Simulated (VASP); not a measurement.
Input of a VASP 6.6.1 run:

The input INCAR:

```
PREC = Accurate ; ENCUT = 520
EDIFF = 1E-6 ; ISMEAR = 1
SIGMA = 0.1 ; LREAL = F
LASPH = T ; NELM = 60
ALGO = Normal ; ISIF = 2
LWAVE = F ; LCHARG = T
GGA = PS ; IVDW = 12
LELF = T ; LVHAR = T
NBANDS = 12
```

Contents of KPOINTS:

```
Automatic mesh
0
Gamma
  6 6 6
```

The input POSCAR:

```
LiMg3
1.0
    4.8383284043      0.0000000000      0.0000000000
    2.4191642022      4.1901153100      0.0000000000
    2.4191642022      1.3967051033      3.9504785995
Li Mg
1 3
Direct
    0.5000000000      0.5000000000      0.5000000000
    0.0000000000      0.0000000000      0.0000000000
    0.2500000000      0.2500000000      0.2500000000
    0.7500000000      0.7500000000      0.7500000000
```

Potentials or basis: VASP PAW PBE potentials, release 64 (Li_sv, Mg).

The run is started by

```sh
$ cat potpaw_PBE.64/Li_sv/POTCAR potpaw_PBE.64/Mg/POTCAR > POTCAR
$ mpirun -np 1 vasp_std > vasp.out
```

Problem. Estimate the dispersion energy per atom.

Solution. -0.258 eV.
